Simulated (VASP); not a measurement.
# WSe (F-43m) in VASP: notebook

Runs on WSe. Level: PBE. Tasks: single point.

Program: VASP 6.6.1. These are calculated values, not measurements. Logs are shortened: lines on timing, memory, paths and dates and some standing lists are left out, and cuts for length are marked.

## (1) The cell of the first run

The structure is cubic, space group F-43m (No. 216). The conventional cell has a = 5.677 Å, b = 5.677 Å, c = 5.677 Å, α = 90.00°, β = 90.00°, γ = 90.00°. Within 3.2 Å of W (site symmetry -43m) lie 4 Se at 2.46 Å. Se (site symmetry -43m) has 4 W at 2.46 Å within 3.2 Å.

## (2) Single point, PBE, collinear spin (atoms taken out)

The input, INCAR:

```
PREC = Accurate ; ENCUT = 520
EDIFF = 1E-6 ; ISMEAR = 0
SIGMA = 0.1 ; LREAL = F
LASPH = T ; NELM = 150
ALGO = Normal ; ISIF = 2
LWAVE = F ; LCHARG = F
ISPIN = 2 ; MAGMOM = 0.92 0
LORBIT = 11 ; LMAXMIX = 4
GGA = PE ; NBANDS = 21
```

The input, KPOINTS:

```
Automatic mesh
0
Gamma
  16 16 16
```

The input, POSCAR:

```
WSe
1.0
    0.0000000000      2.8386253109      2.8386253109
    2.8386253109      0.0000000000      2.8386253109
    2.8386253109      2.8386253109      0.0000000000
W Se
1 1
Direct
    0.2500000000      0.2500000000      0.2500000000
    0.0000000000      0.0000000000      0.0000000000
```

Potentials or basis: VASP PAW PBE potentials, release 64 (W_sv, Se).

On the command line:

```console
cat potpaw_PBE.64/W_sv/POTCAR potpaw_PBE.64/Se/POTCAR > POTCAR
mpirun -np 1 vasp_std > vasp.out
```

OUTCAR:

```text
PREC = Accurate
   ENCUT = 520
   EDIFF = 1E-6
   ISMEAR = 0
   LREAL = F
   LASPH = T
   NELM = 150
   ISIF = 2
   ISPIN = 2
   LORBIT = 11
   GGA = PE

 ion  position               nearest neighbor table
   1  0.250  0.250  0.250-   2 2.46   2 2.46   2 2.46   2 2.46
   2  0.000  0.000  0.000-   1 2.46   1 2.46   1 2.46   1 2.46

  LATTYP: Found a face centered cubic cell.
 ALAT       =     5.6772506218

  Lattice vectors:

 A1 = (   0.0000000000,   2.8386253109,   2.8386253109)
 A2 = (   2.8386253109,   0.0000000000,   2.8386253109)
 A3 = (   2.8386253109,   2.8386253109,   0.0000000000)

Analysis of symmetry for initial positions (statically):
=====================================================================
 Subroutine PRICEL returns:
 Original cell was already a primitive cell.

 Routine SETGRP: Setting up the symmetry group for a
 face centered cubic supercell.

 Subroutine GETGRP returns: Found 24 space group operations
 (whereof 24 operations were pure point group operations)
 out of a pool of 48 trial point group operations.

The static configuration has the point symmetry T_d .

Analysis of symmetry for dynamics (positions and initial velocities):
=====================================================================
 Subroutine PRICEL returns:
 Original cell was already a primitive cell.

 Routine SETGRP: Setting up the symmetry group for a
 face centered cubic supercell.

 Subroutine GETGRP returns: Found 24 space group operations
 (whereof 24 operations were pure point group operations)
 out of a pool of 48 trial point group operations.

The dynamic configuration has the point symmetry T_d .

Analysis of structural, dynamic, and magnetic symmetry:
=====================================================================
 Subroutine PRICEL returns:
 Original cell was already a primitive cell.

 Routine SETGRP: Setting up the symmetry group for a
 face centered cubic supercell.

 Subroutine GETGRP returns: Found 24 space group operations
 (whereof 24 operations were pure point group operations)
 out of a pool of 48 trial point group operations.

The overall configuration has the point symmetry T_d .

 Subroutine INISYM returns: Found 24 space group operations
 (whereof 24 operations are pure point group operations),
 and found     1 'primitive' translations

----------------------------------------------------------------------------------------

                                     Primitive cell

  volume of cell :      45.7461

  direct lattice vectors                    reciprocal lattice vectors
     0.000000000  2.838625311  2.838625311    -0.176141599  0.176141599  0.176141599
     2.838625311  0.000000000  2.838625311     0.176141599 -0.176141599  0.176141599
     2.838625311  2.838625311  0.000000000     0.176141599  0.176141599 -0.176141599

  length of vectors
     4.014422413  4.014422413  4.014422413     0.305086198  0.305086198  0.305086198

  position of ions in fractional coordinates (direct lattice)
     0.250000000  0.250000000  0.250000000
     0.000000000  0.000000000  0.000000000

  ion indices of the primitive-cell ions
   primitive index   ion index
                 1           1
                 2           2

----------------------------------------------------------------------------------------

 KPOINTS: Automatic mesh

Automatic generation of k-mesh.
 Grid dimensions read from file:
 generate k-points for:   16   16   16

 Generating k-lattice:

  Cartesian coordinates                     Fractional coordinates (reciprocal lattice)
    -0.011008850  0.011008850  0.011008850     0.062500000  0.000000000  0.000000000
     0.011008850 -0.011008850  0.011008850     0.000000000  0.062500000  0.000000000
     0.011008850  0.011008850 -0.011008850     0.000000000  0.000000000  0.062500000

  Length of vectors
     0.019067887  0.019067887  0.019067887

  Shift w.r.t. Gamma in fractional coordinates (k-lattice)
     0.000000000  0.000000000  0.000000000

 Subroutine IBZKPT returns following result:
 ===========================================

 Found    145 irreducible k-points:

 Following reciprocal coordinates:
            Coordinates               Weight
  0.000000  0.000000  0.000000      1.000000
  0.062500  0.000000  0.000000      8.000000
  0.125000  0.000000  0.000000      8.000000
  0.187500  0.000000  0.000000      8.000000
  0.250000  0.000000  0.000000      8.000000
  0.312500  0.000000  0.000000      8.000000
[... 16 lines left out ...]
 -0.125000  0.062500  0.000000     24.000000
 -0.062500  0.062500  0.000000     12.000000
 [... further k-points ...]
   k-points           NKPTS =    145   k-points in BZ     NKDIM =    145   number of bands    NBANDS=     21
   number of dos      NEDOS =    301   number of ions     NIONS =      2
   total plane-waves  NPLWV =  27000
   dimension x,y,z NGX =    30 NGY =   30 NGZ =   30
   dimension x,y,z NGXF=    60 NGYF=   60 NGZF=   60
   ions per type =               1   1
   NGX,Y,Z   is equivalent  to a cutoff of  12.42, 12.42, 12.42 a.u.
   NGXF,Y,Z  is equivalent  to a cutoff of  24.85, 24.85, 24.85 a.u.
 SYSTEM =  unknown system
   PREC   = accura    normal or accurate (medium, high low for compatibility)
   ISTART =      0    job   : 0-new  1-cont  2-samecut
   ICHARG =      2    charge: 1-file 2-atom 10-const
   ISPIN  =      2    spin polarized calculation?
   LNONCOLLINEAR =      F non collinear calculations
   LSORBIT =      F    spin-orbit coupling
   LASPH  =      T    aspherical Exc in radial PAW
   ENCUT  =  520.0 eV  38.22 Ry    6.18 a.u.   7.46  7.46  7.46*2*pi/ulx,y,z
   NELM   =    150;   NELMIN=  2; NELMDL= -5     # of ELM steps
   EDIFF  = 0.1E-05   stopping-criterion for ELM
   LREAL  =      F    real-space projection
   EDIFFG = 0.1E-04   stopping-criterion for IOM
   NSW    =      0    number of steps for IOM
   IBRION =     -1    ionic relax: 0-MD 1-quasi-New 2-CG
   NFREE  =      0    steps in history (QN), initial steepest desc. (CG)
   ISIF   =      2    stress and relaxation
   ISYM   =      2    0-nonsym 1-usesym 2-fastsym
   POTIM  = 0.5000    time-step for ionic-motion
   TEBEG  =    0.0;   TEEND  =   0.0 temperature during run
   PSTRESS=    0.0 pullay stress
   NELECT =      20.0000    total number of electrons
   NUPDOWN=      -1.0000    fix difference up-down
   EMIN   =  10.00;   EMAX   =-10.00  energy-range for DOS
   EFERMI =   0.00;   METHOD = LEGACY
   ISMEAR =     0;   SIGMA  =   0.10  broadening in eV -4-tet -1-fermi 0-gaus
   EFERMI_NEDOS =   21; number of points for ismear=-14 and -15
   IALGO  =     38    algorithm
   IMIX   =      4    mixing-type and parameters
     AMIX     =   0.40;   BMIX     =  1.00
     AMIX_MAG =   1.60;   BMIX_MAG =  1.00
  volume/ion in A,a.u.               =      22.87       154.36
  Fermi-wavevector in a.u.,A,eV,Ry     =   1.242511  2.348005 21.005117  1.543833
  Thomas-Fermi vector in A             =   2.376862
   LORBIT       =     11    0 simple, 1 ext, 2 COOP (PROOUT), +10 PAW based schemes
   GGA     = PE    functional components
   LHFCALC =     F    Hartree Fock is set to
   AEXX    =    0.0000 exact exchange contribution
   IVDW    =     0    specifies the selected vdW correction
   LEPSILON=     F    determine dielectric tensor
   LRPA    =     F    only Hartree local field effects (RPA)
 spin polarized calculation
 Gauss-broadening in eV      SIGMA  =   0.10
  energy-cutoff  :      520.00
  volume of cell :       45.75
 maximum number of plane-waves:      1250
 NGX is ok and might be reduce to    30

 number of electron      20.0000000 magnetization       1.2724469

 Free energy of the ion-electron system (eV)
  ---------------------------------------------------
  ext. energy  EPLUGINS =         0.00000000
  ---------------------------------------------------
  free energy    TOTEN  =       -14.43413196 eV

  energy without entropy =      -14.42327918  energy(sigma->0) =      -14.42870557

 E-fermi :   6.0321     XC(G=0): -10.4200

 val. band max:        6.0320528056   @ k =  -0.3750   0.2500   0.1250
 cond. band min:       6.0355826683   @ k =   0.4375   0.1250   0.0625
 fundamental gap:      0.0035298627
 Fermi energy:         6.0320754449

 spin component 1

 k-point     1 :       0.0000    0.0000    0.0000
  band No.  band energies     occupation
      1     -68.2038      1.00000
      2     -32.5528      1.00000
      3     -32.5528      1.00000
      4     -32.5528      1.00000
      5      -9.2958      1.00000
      6       0.6928      1.00000
[... 13 lines left out ...]
     20      19.0611      0.00000
     21      19.0611      0.00000

 k-point     2 :       0.0625    0.0000    0.0000
  band No.  band energies     occupation
      1     -68.2038      1.00000
      2     -32.5545      1.00000
      3     -32.5531      1.00000
      4     -32.5531      1.00000
      5      -9.2679      1.00000
      6       0.6199      1.00000
[... 13 lines left out ...]
     20      18.9015      0.00000
     21      19.0966      0.00000

 k-point     3 :       0.1250    0.0000    0.0000
  band No.  band energies     occupation
      1     -68.2037      1.00000
      2     -32.5592      1.00000
      3     -32.5538      1.00000
      4     -32.5538      1.00000
      5      -9.1879      1.00000
      6       0.4333      1.00000
[... 13 lines left out ...]
     20      18.6299      0.00000
     21      19.5449      0.00000
[... 457 lines left out ...]
 k-point    23 :      -0.1250    0.0625    0.0000
  band No.  band energies     occupation
      1     -68.2036      1.00000
      2     -32.5621      1.00000
      3     -32.5553      1.00000
      4     -32.5539      1.00000
      5      -9.1286      1.00000
      6       0.3132      1.00000
[... 13 lines left out ...]
     20      18.9008      0.00000
     21      19.8745      0.00000

 k-point    24 :      -0.0625    0.0625    0.0000
  band No.  band energies     occupation
      1     -68.2037      1.00000
      2     -32.5568      1.00000
      3     -32.5540      1.00000
      4     -32.5532      1.00000
      5      -9.2227      1.00000
      6       0.5080      1.00000
[... 13 lines left out ...]
     20      18.9128      0.00000
     21      19.5838      0.00000

 [... further k-points ...]

 spin component 2

 k-point     1 :       0.0000    0.0000    0.0000
  band No.  band energies     occupation
      1     -67.7521      1.00000
      2     -31.9414      1.00000
      3     -31.9414      1.00000
      4     -31.9414      1.00000
      5      -9.2193      1.00000
      6       0.9243      1.00000
[... 13 lines left out ...]
     20      19.2937      0.00000
     21      19.2937      0.00000

 k-point     2 :       0.0625    0.0000    0.0000
  band No.  band energies     occupation
      1     -67.7521      1.00000
      2     -31.9431      1.00000
      3     -31.9417      1.00000
      4     -31.9417      1.00000
      5      -9.1927      1.00000
      6       0.8515      1.00000
[... 13 lines left out ...]
     20      19.1510      0.00000
     21      19.3765      0.00000

 k-point     3 :       0.1250    0.0000    0.0000
  band No.  band energies     occupation
      1     -67.7521      1.00000
      2     -31.9479      1.00000
      3     -31.9424      1.00000
      4     -31.9424      1.00000
      5      -9.1160      1.00000
      6       0.6651      1.00000
[... 13 lines left out ...]
     20      18.9041      0.00000
     21      19.8541      0.00000
[... 457 lines left out ...]
 k-point    23 :      -0.1250    0.0625    0.0000
  band No.  band energies     occupation
      1     -67.7520      1.00000
      2     -31.9509      1.00000
      3     -31.9439      1.00000
      4     -31.9425      1.00000
      5      -9.0593      1.00000
      6       0.5470      1.00000
[... 13 lines left out ...]
     20      19.1984      0.00000
     21      20.1466      0.00000

 k-point    24 :      -0.0625    0.0625    0.0000
  band No.  band energies     occupation
      1     -67.7521      1.00000
      2     -31.9456      1.00000
      3     -31.9427      1.00000
      4     -31.9419      1.00000
      5      -9.1493      1.00000
      6       0.7411      1.00000
[... 13 lines left out ...]
     20      19.2130      0.00000
     21      19.8385      0.00000

 [... further k-points ...]

------------------------ aborting loop because EDIFF is reached ----------------------------------------

  FORCE on cell =-STRESS in cart. coord.  units (eV):
  Direction    XX          YY          ZZ          XY          YZ          ZX
  --------------------------------------------------------------------------------------
  -------------------------------------------------------------------------------------
  Total        0.0673575      0.0673575      0.0673575      0.0000000      0.0000000     -0.0000000
  in kB        2.3590769      2.3590769      2.3590769      0.0000000      0.0000000     -0.0000000
  external PRESSURE =       2.3590769 kB  Pullay stress =       0.0000000 kB

 VOLUME and BASIS-vectors are now :
 -----------------------------------------------------------------------------
  energy-cutoff  :      520.00
  volume of cell :       45.75
      direct lattice vectors                 reciprocal lattice vectors
     0.000000000  2.838625311  2.838625311    -0.176141599  0.176141599  0.176141599
     2.838625311  0.000000000  2.838625311     0.176141599 -0.176141599  0.176141599
     2.838625311  2.838625311  0.000000000     0.176141599  0.176141599 -0.176141599

 POSITION                                       TOTAL-FORCE (eV/Angst)
 -----------------------------------------------------------------------------------
      1.41931      1.41931      1.41931        -0.000000     -0.000000     -0.000000
      0.00000      0.00000      0.00000         0.000000      0.000000      0.000000
 -----------------------------------------------------------------------------------
    total drift:                               -0.000000     -0.000000     -0.000000

  FREE ENERGIE OF THE ION-ELECTRON SYSTEM (eV)
  ---------------------------------------------------
  free  energy   TOTEN  =       -14.4341319568 eV

  energy  without entropy=      -14.4232791804  energy(sigma->0) =      -14.42870557

 total charge

# of ion       s       p       d       tot
------------------------------------------
    1        2.312   6.162   3.530  12.004
    2        1.416   2.420   0.157   3.994
--------------------------------------------------
tot          3.728   8.582   3.687  15.997

 magnetization (x)

# of ion       s       p       d       tot
------------------------------------------
    1        0.035   0.015   0.968   1.018
    2       -0.006  -0.035   0.029  -0.012
--------------------------------------------------
tot          0.029  -0.020   0.997   1.007
```

Wall time 4 min (1 thread of Intel Xeon Platinum 8375C at 2.90GHz (Ice Lake), shared host); peak memory 0.34 GiB.

What came out:

```yaml
Free_energy: -14.4341 eV
Pressure: 0.2 GPa
Net_moment: 1.27 μB per cell
Site_moments: W +1.02; Se -0.01 μB
Valence_electrons_inside_the_program's_atomic_spheres: W 12.00; Se 3.99
```

Caveat: the cell differs from its parent crystal (atoms taken out); spin-orbit coupling is left out, which moves the levels of the heavy elements.

## (3) Single point, PBE, collinear spin

This run uses another cell than the first one: it holds 8 atoms, not 2.

The input, INCAR:

```
  ALGO = Normal
  EDIFF = 1E-6
  ENCUT = 520
  GGA = PE
  ISIF = 2
  ISMEAR = 0
  ISPIN = 2
  LASPH = True
  LCHARG = False
  LMAXMIX = 4
  LORBIT = 11
  LREAL = False
  LWAVE = False
  MAGMOM = 0.87 0.87 0.87 0.87 0 0 0 0
  NBANDS = 54
  NELM = 150
  PREC = Accurate
  SIGMA = 0.2
```

The input, KPOINTS:

```
k-points
0
Gamma
  6 4 4
```

The input, POSCAR:

```
WSe
1.0
    0.0000000000      2.8386253109      2.8386253109
    5.6772506217      2.8386253109     -2.8386253109
   -5.6772506217      2.8386253109     -2.8386253109
W Se
4 4
Direct
    0.5000000000      0.1250000000      0.8750000000
    1.0000000000      0.6250000000      0.8750000000
    0.0000000000      0.1250000000      0.3750000000
    0.5000000000      0.6250000000      0.3750000000
    0.0000000000      0.5000000000      0.5000000000
    0.5000000000      1.0000000000      0.5000000000
    0.5000000000      0.5000000000      0.0000000000
    0.0000000000      1.0000000000      1.0000000000
```

Potentials or basis: VASP PAW PBE potentials, release 64 (W_sv, Se).

On the command line:

```console
cat potpaw_PBE.64/W_sv/POTCAR potpaw_PBE.64/Se/POTCAR > POTCAR
mpirun -np 1 vasp_std > vasp.out
```

Wall time 5.7 min (1 thread of Intel Xeon 6975P-C (Granite Rapids), shared host); peak memory 0.59 GiB.

Results (log left out):

```
Free energy                                           : -57.8064 eV
Pressure                                              : 0.0 GPa
Net moment                                            : 4.64 μB per cell
Site moments                                          : W +0.93; Se -0.01 μB
Valence electrons inside the program's atomic spheres : W 12.00; Se 3.99
```

Stress tensor (GPa, compression positive):
```
-0.18  0.00  0.00
 0.00  0.10  0.02
 0.00  0.02  0.10
```

Levels at points of the mesh, in eV from the Fermi level:
Spin up:
| k point | band 41 | band 42 | band 43 | band 44 | band 45 | band 46 |
| --- | --- | --- | --- | --- | --- | --- |
| (0.00, 0.00, 0.00) | -0.42 | -0.42 | -0.05 | 0.27 | 0.65 | 0.65 |
| (0.50, 0.00, 0.00) | -0.26 | -0.26 | -0.01 | -0.01 | 1.01 | 1.01 |
| (0.00, 0.50, 0.00) | -0.42 | -0.42 | 1.59 | 1.59 | 1.60 | 1.60 |
| (0.50, 0.50, 0.00) | -0.42 | -0.42 | -0.42 | -0.42 | 1.59 | 1.59 |
| (0.00, 0.50, 0.50) | -0.01 | -0.01 | 1.71 | 1.71 | 2.26 | 2.26 |
| (0.50, 0.50, 0.50) | -0.41 | -0.41 | -0.06 | -0.06 | 0.65 | 0.65 |
Spin down:
```csv
k point,band 36,band 37,band 38,band 39,band 40,band 41
"(0.00, 0.00, 0.00)",0.00,0.03,0.03,0.35,0.35,0.35
"(0.50, 0.00, 0.00)",-0.42,-0.38,-0.38,-0.22,-0.22,0.69
"(0.00, 0.50, 0.00)",-0.13,-0.13,-0.13,0.10,0.10,0.46
"(0.50, 0.50, 0.00)",-1.08,0.10,0.10,0.10,0.10,0.45
"(0.00, 0.50, 0.50)",-0.42,-0.22,-0.22,0.45,0.45,0.69
"(0.50, 0.50, 0.50)",-0.07,0.04,0.04,0.35,0.35,0.35
```

Caveat: spin-orbit coupling is left out, which moves the levels of the heavy elements.
